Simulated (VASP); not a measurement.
# Nb7Sn16 (a cell with a defect) in VASP: single point with PBEsol

Aim: the single point of Nb7Sn16 (a cell with a defect) with PBEsol.

All numbers are computed with VASP 6.6.1; they aren't measurements. Logs are shortened: lines on timing, memory, paths and dates and some standing lists are left out, and cuts for length are marked.

## 1. The cell of the first run

The cell holds a defect, 23 atoms: a = 11.235 Å, b = 9.919 Å, c = 5.651 Å, α = 98.09°, β = 60.20°, γ = 106.45°.

## 2. Single point, PBEsol

INCAR

```
SYSTEM = Nb7Sn16
PREC = Accurate ; ENCUT = 520
EDIFF = 1E-6 ; ISMEAR = -1
SIGMA = 0.1 ; LREAL = Auto
LASPH = .TRUE. ; NELM = 60
ALGO = Normal ; ISIF = 2
LWAVE = .FALSE. ; LCHARG = .TRUE.
GGA = PS ; LELF = .TRUE.
LVHAR = .TRUE. ; NBANDS = 174
```

KPOINTS

```
regular mesh
0
G
  2 2 3
  0 0 0
```

POSCAR

```
Nb7Sn16
1.0
    0.0000005700     11.2354140000     -0.0000003000
   -0.0000001400     -2.8088532500      9.5127110700
    4.9038181400      2.8088532500     -0.0000000700
Sn Nb
16 7
Direct
    0.2320250392      0.8281548771     -0.0410045827
    0.2906575957      0.1585886585      0.0001608658
    0.4134662939      0.6626643139      0.4408193362
    0.3331077297      0.3323327189      0.4923253244
    0.4171652006     -0.0035025612      0.3097534856
    0.0809197584     -0.0014749663      0.6765611731
    0.2036844425      0.5108844405      0.1594826588
    0.0442367061      0.5021124930      0.8247510266
    0.7117366582      0.8380103379      0.0602242382
    0.7921230122      0.1682526912      0.0090079956
    0.8931512146      0.6724476607      0.5422594210
    0.8345719733      0.3420471053      0.5011573639
    0.9216321020     -0.0102020022      0.3415845420
    0.5974590951      0.0169796205      0.6410726442
    0.7079433188      0.5041537781      0.1918461575
    0.5277656378      0.4835653248      0.8604488679
    0.0659643257      0.2563115816     -0.0001117500
    0.0592794587      0.2443631511      0.5013640250
    0.1902855673      0.7581919641      0.4765474434
    0.5638337295      0.2519543747      0.0034378750
    0.9348719933      0.7424419001      0.0247312538
    0.5613935434      0.2486046497      0.4979819082
    0.5625264269      0.7502003550      0.7505697967
```

Potentials or basis: VASP PAW PBE potentials, release 64 (Sn_d, Nb_sv).

Command:

```bash
$ cat potpaw_PBE.64/Sn_d/POTCAR potpaw_PBE.64/Nb_sv/POTCAR > POTCAR
$ mpirun -np 1 vasp_std > vasp.out
```

OUTCAR:

```text
SYSTEM = Nb7Sn16
   PREC = Accurate
   ENCUT = 520
   EDIFF = 1E-6
   ISMEAR = -1
   LREAL = Auto
   LASPH = .TRUE.
   NELM = 60
   ISIF = 2
   GGA = PS

 ion  position               nearest neighbor table
   1  0.232  0.828  0.959-  19 2.88  19 2.95  21 3.04   2 3.15   3 3.17   7 3.37   5 3.50   8 3.54
                             5 3.57  14 3.59   6 3.66  11 3.66  13 3.76
   2  0.291  0.159  0.000-  22 2.95  17 2.95  20 2.95  18 2.96   1 3.15   4 3.23   4 3.32  16 3.45
                             5 3.50  13 3.57   6 3.57  14 3.60   6 3.65   5 3.72
   3  0.413  0.663  0.441-  19 2.83  23 2.88   9 3.08   4 3.16   1 3.17  16 3.32   7 3.38   5 3.48
                             8 3.57  15 3.62
   4  0.333  0.332  0.492-  20 2.90  22 2.93  18 2.93  17 2.93   3 3.16   2 3.23   2 3.32  16 3.42
                             6 3.58   5 3.59   8 3.61  16 3.63  15 3.63   7 3.69   7 3.73
   5  0.417  0.996  0.310-  19 2.79  20 2.86  22 2.95  14 3.29   6 3.29  14 3.33   3 3.48   2 3.50
                             1 3.50   1 3.57   4 3.59   9 3.62  10 3.63   2 3.72
   6  0.081  0.999  0.677-  19 2.83  18 2.87  17 2.92  21 2.98  13 3.17  13 3.26   5 3.29  11 3.54
                             9 3.57   2 3.57   4 3.58  10 3.61   2 3.65   1 3.66
   7  0.204  0.511  0.159-  19 2.82  17 2.85  18 3.04   8 3.17  16 3.24   8 3.27   1 3.37   3 3.38
                            12 3.57   4 3.69   4 3.73  11 3.76
   8  0.044  0.502  0.825-  21 2.83  17 2.87  18 2.92  19 2.98   7 3.17   7 3.27  15 3.29   1 3.54
                             3 3.57  12 3.57  10 3.58   4 3.61  12 3.65  11 3.66
   9  0.712  0.838  0.060-  21 2.83  23 2.88   3 3.08  10 3.16  11 3.17  14 3.32  13 3.38  15 3.48
                             6 3.57   5 3.62
  10  0.792  0.168  0.009-  22 2.90  20 2.93  17 2.93  18 2.93   9 3.16  12 3.23  12 3.32  14 3.42
                             8 3.58  15 3.59   6 3.61  14 3.63   5 3.63  13 3.69  13 3.73
  11  0.893  0.672  0.542-  21 2.88  21 2.95  19 3.04  12 3.15   9 3.17  13 3.37  15 3.50   6 3.54
                            15 3.57  16 3.58   8 3.66   1 3.66   7 3.76
  12  0.835  0.342  0.501-  20 2.95  18 2.95  22 2.95  17 2.96  11 3.15  10 3.23  10 3.32  14 3.45
                            15 3.50   7 3.57   8 3.57  16 3.60   8 3.65  15 3.72
  13  0.922  0.990  0.342-  21 2.82  18 2.85  17 3.04   6 3.17  14 3.24   6 3.26  11 3.37   9 3.38
                             2 3.57  10 3.69  10 3.73   1 3.76
  14  0.597  0.017  0.641-  23 2.68  22 2.73  20 2.86  13 3.24   5 3.29   9 3.32   5 3.33  10 3.42
                            12 3.45   1 3.59   2 3.60  10 3.63
  15  0.708  0.504  0.192-  21 2.79  22 2.86  20 2.95  16 3.29   8 3.29  16 3.33   9 3.48  12 3.50
                            11 3.50  11 3.57  10 3.59   3 3.62   4 3.63  12 3.72
  16  0.528  0.484  0.860-  23 2.68  20 2.73  22 2.86   7 3.24  15 3.29   3 3.32  15 3.33   4 3.42
                             2 3.45  11 3.58  12 3.60   4 3.63
  17  0.066  0.256  1.000-  18 2.82  18 2.84   7 2.85   8 2.87   6 2.92  10 2.93   4 2.93   2 2.95
                            12 2.96  13 3.04
  18  0.059  0.244  0.501-  17 2.82  17 2.84  13 2.85   6 2.87   8 2.92   4 2.93  10 2.93  12 2.95
                             2 2.96   7 3.04
  19  0.190  0.758  0.477-   5 2.79   7 2.82   6 2.83   3 2.83   1 2.88   1 2.95   8 2.98  21 2.98
                            11 3.04
  20  0.564  0.252  0.003-  16 2.73  22 2.79  14 2.86   5 2.86  22 2.87   4 2.90  10 2.93  15 2.95
                            12 2.95   2 2.95
[... 194 lines left out ...]
  Thomas-Fermi vector in A             =   2.506331
   LORBIT       =      0    0 simple, 1 ext, 2 COOP (PROOUT), +10 PAW based schemes
   GGA     = PS    functional components
   LHFCALC =     F    Hartree Fock is set to
   AEXX    =    0.0000 exact exchange contribution
   IVDW    =     0    specifies the selected vdW correction
   LEPSILON=     F    determine dielectric tensor
   LRPA    =     F    only Hartree local field effects (RPA)
 non-spin polarized calculation
  energy-cutoff  :      520.00
  volume of cell :      524.12
 maximum number of plane-waves:     14128
 NGX is ok and might be reduce to    84
   NGX = 41   NGY = 37   NGZ = 21

 number of electron     314.9999988 magnetization

 Free energy of the ion-electron system (eV)
  ---------------------------------------------------
  ext. energy  EPLUGINS =         0.00000000
  ---------------------------------------------------
  free energy    TOTEN  =      -145.79113581 eV

  energy without entropy =     -145.31842140  energy(sigma->0) =     -145.55477861

 E-fermi :   9.4173     XC(G=0): -11.3047

 val. band max:        9.4102073288   @ k =   0.5000   0.0000   0.0000
 cond. band min:       9.4195691518   @ k =  -0.0000   0.0000   0.3333
 fundamental gap:      0.0093618230
 Fermi energy:         9.4173047803

 k-point     1 :       0.0000    0.0000    0.0000
  band No.  band energies     occupation
      1     -45.7999      2.00000
      2     -45.3428      2.00000
      3     -45.2234      2.00000
      4     -45.2168      2.00000
      5     -45.1840      2.00000
      6     -45.1521      2.00000
[... 1365 lines left out ...]
    168      10.5906      0.00002
    169      10.8988      0.00000
 [bands above 169 left out]

------------------------ aborting loop because EDIFF is reached ----------------------------------------

  FORCE on cell =-STRESS in cart. coord.  units (eV):
  Direction    XX          YY          ZZ          XY          YZ          ZX
  --------------------------------------------------------------------------------------
  -------------------------------------------------------------------------------------
  Total       -9.6395889     -1.5874444      6.8586824      4.9023600     -3.6844893      0.2040542
  in kB      -29.4673695     -4.8526768     20.9663848     14.9860803    -11.2631574      0.6237756
  external PRESSURE =      -4.4512205 kB  Pullay stress =       0.0000000 kB

 VOLUME and BASIS-vectors are now :
 -----------------------------------------------------------------------------
  energy-cutoff  :      520.00
  volume of cell :      524.12
      direct lattice vectors                 reciprocal lattice vectors
     0.000000570 11.235414000 -0.000000300    -0.050980680  0.089004289  0.026280624
    -0.000000140 -2.808853250  9.512711070    -0.000000000  0.000000003  0.105122504
     4.903818140  2.808853250 -0.000000070     0.203922739 -0.000000010 -0.000000000

 POSITION                                       TOTAL-FORCE (eV/Angst)
 -----------------------------------------------------------------------------------
      4.70274      2.97441      7.87800         0.009144     -0.000529      0.005017
      0.00079      2.82066      1.50861         0.000780     -0.007931     -0.007949
      2.16170      4.02234      6.30373        -0.001287     -0.009094      0.001943
      2.41427      4.19200      3.16138         0.008862      0.001869     -0.018920
      1.51897      2.75806      9.47939         0.011065     -0.002706      0.004785
      3.31773      0.00482      9.49868         0.001846      0.008521      0.001897
[... 15 lines left out ...]
      2.44201      7.00795      2.36490         0.002662     -0.007062     -0.014332
      3.68066      6.32125      7.13644         0.001273     -0.001773      0.001105
 -----------------------------------------------------------------------------------
    total drift:                               -0.037061      0.038260     -0.025409

  FREE ENERGIE OF THE ION-ELECTRON SYSTEM (eV)
  ---------------------------------------------------
  free  energy   TOTEN  =      -145.7911358118 eV

  energy  without entropy=     -145.3184214033  energy(sigma->0) =     -145.55477861
```

Wall time 26 min (1 thread of Intel Xeon Platinum 8488C (Sapphire Rapids), shared host); peak memory 0.84 GiB.

What came out:

```
Free energy            : -145.7911 eV
Pressure               : -0.4 GPa
Largest force          : 0.021 eV/Å
Band gap on the k mesh : zero (an odd number of electrons rules out a gap without spin polarisation)
```

Forces on the atoms (eV/Å):
```
Sn   0.009 -0.001  0.005
Sn   0.001 -0.008 -0.008
Sn  -0.001 -0.009  0.002
Sn   0.009  0.002 -0.019
Sn   0.011 -0.003  0.005
Sn   0.002  0.009  0.002
Sn  -0.002  0.007  0.002
Sn  -0.002 -0.003 -0.003
Sn  -0.005  0.009  0.005
Sn  -0.004  0.010  0.006
Sn  -0.012  0.004 -0.009
Sn  -0.001 -0.002  0.006
Sn  -0.008 -0.004 -0.002
Sn   0.005  0.002  0.013
Sn  -0.008  0.009 -0.002
Sn  -0.004 -0.010 -0.010
Nb   0.001 -0.002 -0.002
Nb   0.001 -0.001  0.004
Nb  -0.002  0.010 -0.005
Nb   0.001  0.004  0.016
Nb   0.005 -0.013  0.009
Nb   0.003 -0.007 -0.014
Nb   0.001 -0.002  0.001
```

Caveat: the k points lie up to 0.40 Å⁻¹ apart, too coarse for converged energies and pressures of a metal; the PAW data sets were made with another functional, which shifts forces and pressure a little; spin-orbit coupling is left out, which moves the levels of the heavy elements.
